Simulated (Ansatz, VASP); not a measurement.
# Br in VASP and in Ansatz

Contents of INCAR:

```
SYSTEM = Br
PREC = Accurate
ENCUT = 520
EDIFF = 1E-6
ISMEAR = -1
SIGMA = 0.05
LREAL = .FALSE.
LASPH = .TRUE.
NELM = 80
ALGO = Normal
ISIF = 2
LWAVE = .FALSE.
LCHARG = .TRUE.
GGA = CA
LELF = .TRUE.
LVHAR = .TRUE.
NBANDS = 22
```

The input KPOINTS:

```
regular mesh
0
G
  7 7 3
  0 0 0
```

The input POSCAR:

```
Br
1.0
    3.4075083649     -2.3531133733      0.0000000000
    3.4075083649      2.3531133733      0.0000000000
    0.0000000000      0.0000000000      8.8168170799
Br
4
Direct
    0.3651000000      0.6349000000      0.3901000000
    0.1349000000      0.8651000000      0.8901000000
    0.6349000000      0.3651000000      0.6099000000
    0.8651000000      0.1349000000      0.1099000000
```

Contents of input.yaml:

```yaml
crystal:
  lattice:
    - [3.4075083649, -2.3531133733, 0.0]
    - [3.4075083649, 2.3531133733, 0.0]
    - [0.0, 0.0, 8.8168170799]
  atoms:
    - { symbol: Br, position: [0.3651, 0.6349, 0.3901] }
    - { symbol: Br, position: [0.1349, 0.8651, 0.8901] }
    - { symbol: Br, position: [0.6349, 0.3651, 0.6099] }
    - { symbol: Br, position: [0.8651, 0.1349, 0.1099] }
hamiltonian:
  xc: lda
  pseudopotentials: { kind: paw }
kpoints:
  mp_grid: { grid: [7, 7, 3] }
scf:
  occupations: { method: fermi_dirac, width: 0.05 }
output:
  forces: true
  stress: true
  eigenvalues: true
```

Alike in both runs: task single point; functional LDA; k mesh 7 × 7 × 3; occupations fermi-dirac, width 0.05 eV; no spin polarisation.

|  | VASP | Ansatz |
| --- | --- | --- |
| version | VASP 6.6.1 | Ansatz 0.2.0 |
| potentials or method | VASP PAW LDA potentials, release 64 (Br) | Ansatz PAW |
| plane-wave cutoff (eV) | 520 | 420 |
| valence electrons in the cell | 28 | 28 |

|  | VASP | Ansatz | Ansatz less VASP |
| --- | --- | --- | --- |
| gap on the k mesh at the Fermi level (eV) | 1.64 | 1.64 | 0.000 |
| least direct gap on the mesh (eV) | 1.65 | 1.65 | 0.000 |
| pressure (GPa) | -2.1 | -2.1 | -0.04 |
| traceless stress, the component that is largest in VASP (GPa) | 0.96 | 1.02 | +0.062 |
| rms of the force components (eV/Å) | 0.182 | 0.166 | -0.0160 |

LDA's correlation is that of Perdew and Zunger in VASP and of Perdew and Wang (1992) in Ansatz. Atom by atom the forces differ by 0.018 eV/Å (rms over components).

Noted on Ansatz's run: odd divisions of the mesh miss points on the zone boundary, where band edges often lie, so the gap on the mesh can be too wide.
